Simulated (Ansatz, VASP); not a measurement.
Two plane-wave programs on Au

File INCAR:

```
PREC = Accurate ; ENCUT = 520
EDIFF = 1E-7 ; ISMEAR = 0
SIGMA = 0.15 ; LREAL = F
LASPH = T ; NELM = 60
ALGO = Fast ; ISIF = 2
LWAVE = F ; LCHARG = F
GGA = PS ; NBANDS = 12
```

Contents of KPOINTS:

```
Automatic mesh
0
Gamma
  26 26 26
```

Contents of POSCAR:

```
Au
1.0
   -1.7021270641      1.7021270641      1.6616002293
    1.7021270641     -1.7021270641      1.6616002293
    1.7021270641      1.7021270641     -1.6616002293
Au
1
Direct
    0.0000000000      0.0000000000      0.0000000000
```

Input for Ansatz:

```yaml
crystal:
  lattice:
    - [-1.7021270641, 1.7021270641, 1.6616002293]
    - [1.7021270641, -1.7021270641, 1.6616002293]
    - [1.7021270641, 1.7021270641, -1.6616002293]
  atoms:
    - { symbol: Au, position: [0.0, 0.0, 0.0] }
basis:
  ecutwfc: 420
kpoints:
  mp_grid: { grid: [26, 26, 26] }
hamiltonian:
  xc: pbesol
scf:
  occupations: { method: gaussian, width: 0.15 }
output:
  forces: true
  stress: true
  eigenvalues: true
```

Change from the starting cell: strain +0.050 along x and y, +0.025 along z, atoms carried along.

Alike in both runs: task single point; functional PBEsol; k mesh 26 × 26 × 26; occupations gaussian, width 0.15 eV; no spin polarisation.

|  | VASP | Ansatz |
| --- | --- | --- |
| version | VASP 6.6.1 | Ansatz 0.2.0 |
| potentials or method | VASP PAW PBE potentials, release 64 (Au), cutoff 520 eV | scalar-relativistic, plane waves, PAW |
| valence electrons in the cell | 11 | 19 |

|  | VASP | Ansatz | Ansatz less VASP |
| --- | --- | --- | --- |
| gap on the k mesh at the Fermi level (eV) | none | none | - |
| pressure (GPa) | -14.8 | -14.7 | +0.14 |
| traceless stress, the component that is largest in VASP (GPa) | -0.16 | -0.16 | +0.002 |

VASP's potentials were made for PBE, not for PBEsol. A gap of «none» marks a metal or a gap that the smearing closes. VASP's potentials hold 11 valence electrons a cell and Ansatz's 19, so a difference there can come from the potentials and not from the codes.

Neither program's run includes spin-orbit coupling.
